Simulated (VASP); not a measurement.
MgO, 8 atoms in the cell. The typed cell holds 8 atoms: a = 3.303 Å, b = 3.303 Å, c = 10.039 Å, α = 90.00°, β = 90.00°, γ = 120.00°.  This cell differs from its parent crystal: atoms displaced along several vibrational modes.

- Program: VASP 6.6.1
- Task: single point
- Functional: PBEsol
- Potentials or basis: VASP PAW PBE potentials, release 64 (Mg, O)
- Cutoff: 600 eV
- k mesh: 9 × 9 × 4
- Occupations: gaussian, width 0.05 eV
- Spin: no spin polarisation
- Dipole correction: no
- Further INCAR settings: ALGO = Normal; EDIFF = 1e-06; NBANDS = 26

Potentials or basis: VASP PAW PBE potentials, release 64 (Mg, O).

Launch:

```console
$ cat potpaw_PBE.64/Mg/POTCAR potpaw_PBE.64/O/POTCAR > POTCAR
$ mpirun -np 1 vasp_std > vasp.out
```

Hardware: 1 thread of Intel(R) Xeon(R) 6975P-C (Granite Rapids), on a shared host.

Question: How long does it take, and how much memory?

Answer: Wall time 3.7 min on 1 thread of Intel(R) Xeon(R) 6975P-C (Granite Rapids), with other jobs on the host, peak memory 0.52 GiB. Counts: scf iterations 15, k points 163.
